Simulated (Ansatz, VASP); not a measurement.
## Si5C in VASP and in Ansatz

INCAR

```
SYSTEM = Si5C
  PREC = Accurate
  ENCUT = 600
  EDIFF = 1E-7
  ISMEAR = 0
  SIGMA = 0.1
  LREAL = .FALSE.
  LASPH = .TRUE.
  NELM = 80
  ALGO = Normal
  ISIF = 3
  LWAVE = .FALSE.
  LCHARG = .FALSE.
  GGA = PE
  IBRION = 2
  NSW = 90
  EDIFFG = -0.04
```

KPOINTS

```
Automatic mesh
0
G
  6 6 2
  0 0 0
```

Contents of POSCAR:

```
Si5C
1.0
    2.7608573500      0.0000000000      0.0000000000
   -1.3804286700      2.3909726000      0.0000000000
    0.0000000000      0.0000000000     13.4513663100
Si C
5 1
Direct
    0.3333333300      0.6666666700      0.6666666700
    0.3333333300      0.6666666700      0.0000000000
    0.3333333300      0.6666666700      0.3333333300
    0.6666666700      0.3333333300      0.8333333300
    0.6666666700      0.3333333300      0.1666666700
    0.6666666700      0.3333333300      0.5000000000
```

Input for Ansatz:

```yaml
crystal:
  lattice:
    - [2.76085735, 0.0, 0.0]
    - [-1.38042867, 2.3909726, 0.0]
    - [0.0, 0.0, 13.45136631]
  atoms:
    - { symbol: Si, position: [0.33333333, 0.66666667, 0.66666667] }
    - { symbol: Si, position: [0.33333333, 0.66666667, 0.0] }
    - { symbol: Si, position: [0.33333333, 0.66666667, 0.33333333] }
    - { symbol: Si, position: [0.66666667, 0.33333333, 0.83333333] }
    - { symbol: Si, position: [0.66666667, 0.33333333, 0.16666667] }
    - { symbol: C, position: [0.66666667, 0.33333333, 0.5] }
basis:
  ecutwfc: 420
kpoints:
  mp_grid: { grid: [6, 6, 2] }
hamiltonian:
  xc: pbe
scf:
  occupations: { method: gaussian, width: 0.1 }
  lower_state_search: "off"
output:
  forces: true
  stress: true
  eigenvalues: true
relax:
  adjacent_minimum: "off"
  f_tol: 0.04
  max_steps: 70
  cell: { stress_tol: 0.4 }
```

Alike in both runs: task relaxation of cell and atoms; functional PBE; k mesh 6 × 6 × 2; occupations gaussian, width 0.1 eV; no spin polarisation.

|  | VASP | Ansatz |
| --- | --- | --- |
| version | VASP 6.6.1 | Ansatz 0.2.0 |
| potentials or method | VASP PAW PBE potentials, release 64 (Si, C), cutoff 600 eV | scalar-relativistic, plane waves, PAW |
| valence electrons in the cell | 24 | 24 |

Ansatz gave:

| Item | Value |
| --- | --- |
| gap on the k mesh at the Fermi level, each at its own relaxed structure (eV) | none |
| relaxed volume (Å³/atom) | 13.36 |
| relaxed length of the cell vector where the two differ most in proportion (Å) | 12.046 |

Problem. Estimate VASP's values.

Solution. gap on the k mesh at the Fermi level, each at its own relaxed structure (eV): none; relaxed volume (Å³/atom): 12.90; relaxed length of the cell vector where the two differ most in proportion (Å): 10.303.

A gap of «none» marks a metal or a gap that the smearing closes. One of these differences is far larger than is usual between the two programs; its cause wasn't traced.

The k mesh is coarse, so the values compare programs but aren't converged.
